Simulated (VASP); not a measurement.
# ZnSe (F-43m) in VASP: notebook

Runs on ZnSe. Level: PBE. Tasks: single point.

Everything below comes from runs of VASP 6.6.1. Logs are shortened: lines on timing, memory, paths and dates and some standing lists are left out, and cuts for length are marked.

### 1 The cell of the first run

Symmetry: F-43m, No. 216, cubic system. The conventional cell has a = 5.665 Å, b = 5.665 Å, c = 5.665 Å, α = 90.00°, β = 90.00°, γ = 90.00°. Within 3.2 Å of Zn (site symmetry -43m) lie 4 Se at 2.45 Å. Se (site symmetry -43m) has 4 Zn at 2.45 Å within 3.2 Å.

### 2 Single point, PBE

INCAR reads:

```
  PREC = Accurate
  ENCUT = 520
  EDIFF = 1E-7
  ISMEAR = 0
  SIGMA = 0.1
  LREAL = F
  LASPH = T
  NELM = 60
  ALGO = Normal
  ISIF = 2
  LWAVE = F
  LCHARG = F
  GGA = PE
  NELECT = 18.1
  NBANDS = 16
```

KPOINTS reads:

```
regular mesh
0
Gamma
  4 4 4
```

POSCAR reads:

```
ZnSe
1.0
    0.0000000000      2.8324425407      2.8324425407
    2.8324425407      0.0000000000      2.8324425407
    2.8324425407      2.8324425407      0.0000000000
Zn Se
1 1
Direct
    0.0000000000      0.0000000000      0.0000000000
    0.7500000000      0.7500000000      0.7500000000
```

Potentials or basis: VASP PAW PBE potentials, release 64 (Zn, Se).

Command:

```console
$ cat potpaw_PBE.64/Zn/POTCAR potpaw_PBE.64/Se/POTCAR > POTCAR
$ mpirun -np 1 vasp_std > vasp.out
```

OUTCAR:

```text
PREC = Accurate
   ENCUT = 520
   EDIFF = 1E-7
   ISMEAR = 0
   LREAL = F
   LASPH = T
   NELM = 60
   ISIF = 2
   GGA = PE
   NELECT = 18.1

 ion  position               nearest neighbor table
   1  0.000  0.000  0.000-   2 2.45   2 2.45   2 2.45   2 2.45
   2  0.750  0.750  0.750-   1 2.45   1 2.45   1 2.45   1 2.45

  LATTYP: Found a face centered cubic cell.
 ALAT       =     5.6648850814

  Lattice vectors:

 A1 = (   0.0000000000,   2.8324425407,   2.8324425407)
 A2 = (   2.8324425407,   0.0000000000,   2.8324425407)
 A3 = (   2.8324425407,   2.8324425407,   0.0000000000)

Analysis of symmetry for initial positions (statically):
=====================================================================
 Subroutine PRICEL returns:
 Original cell was already a primitive cell.

 Routine SETGRP: Setting up the symmetry group for a
 face centered cubic supercell.

 Subroutine GETGRP returns: Found 24 space group operations
 (whereof 24 operations were pure point group operations)
 out of a pool of 48 trial point group operations.

The static configuration has the point symmetry T_d .

Analysis of symmetry for dynamics (positions and initial velocities):
=====================================================================
 Subroutine PRICEL returns:
 Original cell was already a primitive cell.

 Routine SETGRP: Setting up the symmetry group for a
 face centered cubic supercell.

 Subroutine GETGRP returns: Found 24 space group operations
 (whereof 24 operations were pure point group operations)
 out of a pool of 48 trial point group operations.

The dynamic configuration has the point symmetry T_d .

 Subroutine INISYM returns: Found 24 space group operations
 (whereof 24 operations are pure point group operations),
 and found     1 'primitive' translations

----------------------------------------------------------------------------------------

                                     Primitive cell

  volume of cell :      45.4478

  direct lattice vectors                    reciprocal lattice vectors
     0.000000000  2.832442541  2.832442541    -0.176526088  0.176526088  0.176526088
     2.832442541  0.000000000  2.832442541     0.176526088 -0.176526088  0.176526088
     2.832442541  2.832442541  0.000000000     0.176526088  0.176526088 -0.176526088

  length of vectors
     4.005678656  4.005678656  4.005678656     0.305752153  0.305752153  0.305752153

  position of ions in fractional coordinates (direct lattice)
     0.000000000  0.000000000  0.000000000
     0.750000000  0.750000000  0.750000000

  ion indices of the primitive-cell ions
   primitive index   ion index
                 1           1
                 2           2

----------------------------------------------------------------------------------------

 KPOINTS: regular mesh

Automatic generation of k-mesh.
 Grid dimensions read from file:
 generate k-points for:    4    4    4

 Generating k-lattice:

  Cartesian coordinates                     Fractional coordinates (reciprocal lattice)
    -0.044131522  0.044131522  0.044131522     0.250000000  0.000000000  0.000000000
     0.044131522 -0.044131522  0.044131522     0.000000000  0.250000000  0.000000000
     0.044131522  0.044131522 -0.044131522     0.000000000  0.000000000  0.250000000

  Length of vectors
     0.076438038  0.076438038  0.076438038

  Shift w.r.t. Gamma in fractional coordinates (k-lattice)
     0.000000000  0.000000000  0.000000000

 Subroutine IBZKPT returns following result:
 ===========================================

 Found      8 irreducible k-points:

 Following reciprocal coordinates:
            Coordinates               Weight
  0.000000  0.000000  0.000000      1.000000
  0.250000  0.000000  0.000000      8.000000
  0.500000  0.000000  0.000000      4.000000
  0.250000  0.250000  0.000000      6.000000
  0.500000  0.250000  0.000000     24.000000
 -0.250000  0.250000  0.000000     12.000000
  0.500000  0.500000  0.000000      3.000000
 -0.250000  0.500000  0.250000      6.000000
   k-points           NKPTS =      8   k-points in BZ     NKDIM =      8   number of bands    NBANDS=     16
   number of dos      NEDOS =    301   number of ions     NIONS =      2
   total plane-waves  NPLWV =  27000
   dimension x,y,z NGX =    30 NGY =   30 NGZ =   30
   dimension x,y,z NGXF=    60 NGYF=   60 NGZF=   60
   ions per type =               1   1
   NGX,Y,Z   is equivalent  to a cutoff of  12.45, 12.45, 12.45 a.u.
   NGXF,Y,Z  is equivalent  to a cutoff of  24.90, 24.90, 24.90 a.u.
 SYSTEM =  unknown system
   PREC   = accura    normal or accurate (medium, high low for compatibility)
   ISTART =      0    job   : 0-new  1-cont  2-samecut
   ICHARG =      2    charge: 1-file 2-atom 10-const
   ISPIN  =      1    spin polarized calculation?
   LNONCOLLINEAR =      F non collinear calculations
   LSORBIT =      F    spin-orbit coupling
   LASPH  =      T    aspherical Exc in radial PAW
   ENCUT  =  520.0 eV  38.22 Ry    6.18 a.u.   7.45  7.45  7.45*2*pi/ulx,y,z
   NELM   =     60;   NELMIN=  2; NELMDL= -5     # of ELM steps
   EDIFF  = 0.1E-06   stopping-criterion for ELM
   LREAL  =      F    real-space projection
   EDIFFG = 0.1E-05   stopping-criterion for IOM
   NSW    =      0    number of steps for IOM
   IBRION =     -1    ionic relax: 0-MD 1-quasi-New 2-CG
   NFREE  =      0    steps in history (QN), initial steepest desc. (CG)
   ISIF   =      2    stress and relaxation
   ISYM   =      2    0-nonsym 1-usesym 2-fastsym
   POTIM  = 0.5000    time-step for ionic-motion
   TEBEG  =    0.0;   TEEND  =   0.0 temperature during run
   PSTRESS=    0.0 pullay stress
   NELECT =      18.1000    total number of electrons
   NUPDOWN=      -1.0000    fix difference up-down
   EMIN   =  10.00;   EMAX   =-10.00  energy-range for DOS
   EFERMI =   0.00;   METHOD = LEGACY
   ISMEAR =     0;   SIGMA  =   0.10  broadening in eV -4-tet -1-fermi 0-gaus
   EFERMI_NEDOS =   21; number of points for ismear=-14 and -15
   IALGO  =     38    algorithm
   IMIX   =      4    mixing-type and parameters
     AMIX     =   0.40;   BMIX     =  1.00
     AMIX_MAG =   1.60;   BMIX_MAG =  1.00
  volume/ion in A,a.u.               =      22.72       153.35
  Fermi-wavevector in a.u.,A,eV,Ry     =   1.204472  2.276121 19.738679  1.450752
  Thomas-Fermi vector in A             =   2.340196
   LORBIT       =      0    0 simple, 1 ext, 2 COOP (PROOUT), +10 PAW based schemes
   GGA     = PE    functional components
   LHFCALC =     F    Hartree Fock is set to
   AEXX    =    0.0000 exact exchange contribution
   IVDW    =     0    specifies the selected vdW correction
   LEPSILON=     F    determine dielectric tensor
   LRPA    =     F    only Hartree local field effects (RPA)
 non-spin polarized calculation
 Gauss-broadening in eV      SIGMA  =   0.10
  energy-cutoff  :      520.00
  volume of cell :       45.45
 maximum number of plane-waves:      1243
 NGX is ok and might be reduce to    30
   NGX = 15   NGY = 15   NGZ = 15

 number of electron      18.1000011 magnetization

 Free energy of the ion-electron system (eV)
  ---------------------------------------------------
  ext. energy  EPLUGINS =         0.00000000
  ---------------------------------------------------
  free energy    TOTEN  =        -5.57817240 eV

  energy without entropy =       -5.57455672  energy(sigma->0) =       -5.57636456

 E-fermi :   4.1500     XC(G=0):  -9.3817

 val. band max:        4.1417847713   @ k =   0.5000   0.0000   0.0000
 cond. band min:       4.3532809932   @ k =   0.2500   0.0000   0.0000
 fundamental gap:      0.2114962219
 Fermi energy:         4.1499502336

 k-point     1 :       0.0000    0.0000    0.0000
  band No.  band energies     occupation
      1     -11.6285      2.00000
      2      -4.9023      2.00000
      3      -4.9023      2.00000
      4      -4.9023      2.00000
      5      -4.5305      2.00000
      6      -4.5305      2.00000
      7       1.6444      2.00000
      8       1.6444      2.00000
      9       1.6444      2.00000
     10       2.8948      2.00000
     11       7.3982      0.00000
     12       7.3982      0.00000
     13       7.3982      0.00000
     14      11.4799      0.00000
     15      13.0651      0.00000
     16      13.0651      0.00000

 k-point     2 :       0.2500    0.0000    0.0000
  band No.  band energies     occupation
      1     -11.2617      2.00000
      2      -4.8511      2.00000
      3      -4.8511      2.00000
      4      -4.8437      2.00000
      5      -4.5304      2.00000
      6      -4.5304      2.00000
      7      -1.4267      2.00000
      8       1.1622      2.00000
      9       1.1622      2.00000
     10       4.3533      0.00403
     11       8.0312      0.00000
     12       8.0312      0.00000
     13       8.1660      0.00000
     14      12.0263      0.00000
     15      12.0263      0.00000
     16      12.2577      0.00000

 k-point     3 :       0.5000    0.0000    0.0000
  band No.  band energies     occupation
      1     -10.8280      2.00000
      2      -4.8142      2.00000
      3      -4.8142      2.00000
      4      -4.5117      2.00000
      5      -4.5117      2.00000
      6      -4.3714      2.00000
      7      -3.6274      2.00000
      8       0.7679      2.00000
      9       0.7679      2.00000
     10       4.1418      1.09193
     11       7.9696      0.00000
     12       7.9696      0.00000
     13      10.1435      0.00000
     14      12.5398      0.00000
     15      14.7125      0.00000
     16      14.7125      0.00000

 k-point     4 :       0.2500    0.2500    0.0000
  band No.  band energies     occupation
      1     -11.1385      2.00000
      2      -4.9178      2.00000
      3      -4.7905      2.00000
      4      -4.7905      2.00000
      5      -4.5568      2.00000
      6      -4.5060      2.00000
      7      -1.2526      2.00000
      8       0.3793      2.00000
      9       0.3793      2.00000
     10       5.5199      0.00000
     11       5.6201      0.00000
     12       9.6347      0.00000
     13       9.6347      0.00000
     14       9.8339      0.00000
     15      13.9322      0.00000
     16      15.3631      0.00000

 k-point     5 :       0.5000    0.2500    0.0000
  band No.  band energies     occupation
      1     -10.7011      2.00000
      2      -4.8213      2.00000
      3      -4.7312      2.00000
      4      -4.6345      2.00000
      5      -4.5029      2.00000
      6      -4.3898      2.00000
      7      -2.9837      2.00000
      8      -0.8284      2.00000
      9       0.0364      2.00000
     10       5.3371      0.00000
     11       7.2011      0.00000
     12       9.1216      0.00000
     13       9.9334      0.00000
     14      12.6265      0.00000
     15      14.8826      0.00000
     16      15.7178      0.00000

 k-point     6 :      -0.2500    0.2500    0.0000
  band No.  band energies     occupation
      1     -10.8480      2.00000
      2      -4.8034      2.00000
      3      -4.7841      2.00000
      4      -4.6516      2.00000
      5      -4.5426      2.00000
      6      -4.4810      2.00000
      7      -2.5241      2.00000
      8      -0.9275      2.00000
      9       0.7248      2.00000
     10       5.7519      0.00000
     11       7.9651      0.00000
     12       8.4081      0.00000
     13       8.9121      0.00000
     14      11.4407      0.00000
     15      13.5769      0.00000
     16      15.7000      0.00000

 k-point     7 :       0.5000    0.5000    0.0000
  band No.  band energies     occupation
      1     -10.5559      2.00000
      2      -4.8796      2.00000
      3      -4.6465      2.00000
      4      -4.6465      2.00000
      5      -4.4815      2.00000
      6      -4.3524      2.00000
      7      -3.1340      2.00000
      8      -0.5649      2.00000
      9      -0.5649      2.00000
     10       4.5413      0.00000
     11       5.0494      0.00000
     12      12.3397      0.00000
     13      12.8655      0.00000
     14      12.8655      0.00000
     15      15.5466      0.00000
     16      16.0340      0.00000

 k-point     8 :      -0.2500    0.5000    0.2500
  band No.  band energies     occupation
      1     -10.5508      2.00000
      2      -4.7871      2.00000
      3      -4.6933      2.00000
      4      -4.5648      2.00000
      5      -4.5600      2.00000
      6      -4.2281      2.00000
      7      -3.0686      2.00000
      8      -1.1522      2.00000
      9      -1.0550      2.00000
     10       7.0573      0.00000
     11       7.1868      0.00000
     12       8.5569      0.00000
     13       9.2724      0.00000
     14      13.3330      0.00000
     15      15.3932      0.00000
     16      15.6799      0.00000

------------------------ aborting loop because EDIFF is reached ----------------------------------------

  FORCE on cell =-STRESS in cart. coord.  units (eV):
  Direction    XX          YY          ZZ          XY          YZ          ZX
  --------------------------------------------------------------------------------------
  -------------------------------------------------------------------------------------
  Total        1.8925882      1.8925882      1.8925882     -0.0000000      0.0000000      0.0000000
  in kB       66.7195939     66.7195939     66.7195939     -0.0000000      0.0000000      0.0000000
  external PRESSURE =      66.7195939 kB  Pullay stress =       0.0000000 kB

 VOLUME and BASIS-vectors are now :
 -----------------------------------------------------------------------------
  energy-cutoff  :      520.00
  volume of cell :       45.45
      direct lattice vectors                 reciprocal lattice vectors
     0.000000000  2.832442541  2.832442541    -0.176526088  0.176526088  0.176526088
     2.832442541  0.000000000  2.832442541     0.176526088 -0.176526088  0.176526088
     2.832442541  2.832442541  0.000000000     0.176526088  0.176526088 -0.176526088

 POSITION                                       TOTAL-FORCE (eV/Angst)
 -----------------------------------------------------------------------------------
      0.00000      0.00000      0.00000         0.000000      0.000000      0.000000
      4.24866      4.24866      4.24866        -0.000000     -0.000000     -0.000000
 -----------------------------------------------------------------------------------
    total drift:                                0.000001      0.000001      0.000001

  FREE ENERGIE OF THE ION-ELECTRON SYSTEM (eV)
  ---------------------------------------------------
  free  energy   TOTEN  =        -5.5781724024 eV

  energy  without entropy=       -5.5745567182  energy(sigma->0) =       -5.57636456
```

Run time: 16 s. Hardware: 1 thread of AMD EPYC 7R43 (Zen 3), shared host; peak memory 0.13 GiB.

Results:

| Property | Result |
| --- | --- |
| Free energy | -5.5782 eV |

Levels at points of the mesh, in eV from the Fermi level:
```tsv
k point	band 7	band 8	band 9	band 10	band 11	band 12
(0.00, 0.00, 0.00)	-2.51	-2.51	-2.51	-1.26	3.25	3.25
(0.50, 0.00, 0.00)	-7.78	-3.38	-3.38	-0.01	3.82	3.82
(0.50, 0.50, 0.00)	-7.28	-4.71	-4.71	0.39	0.90	8.19
```

Caveat: the k points lie up to 0.48 Å⁻¹ apart; the cell carries a net charge on a neutralising background, which shifts energy and pressure; the cell is charged against a uniform background, so pressure and absolute levels hang on convention.

(Part 1 of 2 ends here.)
